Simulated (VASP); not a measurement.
Runs of VASP 6.6.1 on CaO. The structure is that of space group Fm-3m (No. 225), or close to it. The cells are those of the table. 

```tsv
level	cell	smearing	gap on the mesh (eV)	pressure (GPa)
r2SCAN	a = 3.390 Å, angles 60.0°, 2 atoms	tetrahedron	4.19	1.1
r2SCAN	a = 3.435 Å, angles 60.0°, 2 atoms	gaussian 0.05 eV	4.19	-3.3
r2SCAN	a = 3.390 Å, angles 60.0°, 2 atoms	gaussian 0.05 eV	4.19	1.1
r2SCAN	a = 3.468 Å, angles 60.0°, 2 atoms	gaussian 0.05 eV	4.20	-6.0
PBE	a = 3.390 Å, angles 60.0°, 2 atoms	gaussian 0.05 eV	3.63	(b)
r2SCAN	a = 3.357, b = 3.390 Å, angles 59.7, 60.7, 59.7°, 2 atoms	gaussian 0.05 eV	4.09	3.7
RPBE	a = 3.390 Å, angles 60.0°, 2 atoms	tetrahedron	3.74	6.9
r2SCAN	a = 3.368 Å, angles 60.0°, 2 atoms	gaussian 0.05 eV	4.18	(a)
```

Alike in all rows: task single point; potentials or basis VASP PAW PBE potentials, release 64 (Ca_sv, O); no spin polarisation; k mesh 8 × 8 × 8; cutoff (eV) 520.

Problem. Fill in the values left out.

Solution. (a) 3.6; (b) 3.1.

Caveats: the PAW data sets were made with another functional, which shifts forces and pressure a little (some runs).

A k mesh can miss the band edges.
